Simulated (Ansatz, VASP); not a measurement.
## LiF in VASP and in Ansatz

```
CELL_PARAMETERS angstrom
0.00000 2.01400 2.01400
2.01400 0.00000 2.01400
2.01400 2.01400 0.00000
ATOMIC_POSITIONS crystal
Li 0.00000 0.00000 0.00000
F 0.50000 0.50000 0.50000
```

Alike in both runs: task single point; functional PBEsol; k mesh 10 × 10 × 10; occupations gaussian, width 0.05 eV; no spin polarisation.

```csv
,VASP,Ansatz
version,VASP 6.6.1,Ansatz 0.2.0
potentials or method,"VASP PAW PBE potentials, release 64 (Li_sv, F), cutoff 520 eV","scalar-relativistic, plane waves, PAW"
valence electrons in the cell,10,10
```

|  | VASP | Ansatz | Ansatz less VASP |
| --- | --- | --- | --- |
| gap on the k mesh at the Fermi level (eV) | 8.92 | 8.92 | +0.002 |
| least direct gap on the mesh (eV) | 8.92 | 8.92 | +0.002 |

VASP's potentials were made for PBE, not for PBEsol. With one functional, cell and mesh, what is left measures potentials, basis and numerics.

Noted on VASP's run: the cutoff is short for stress, so the pressure is rough.
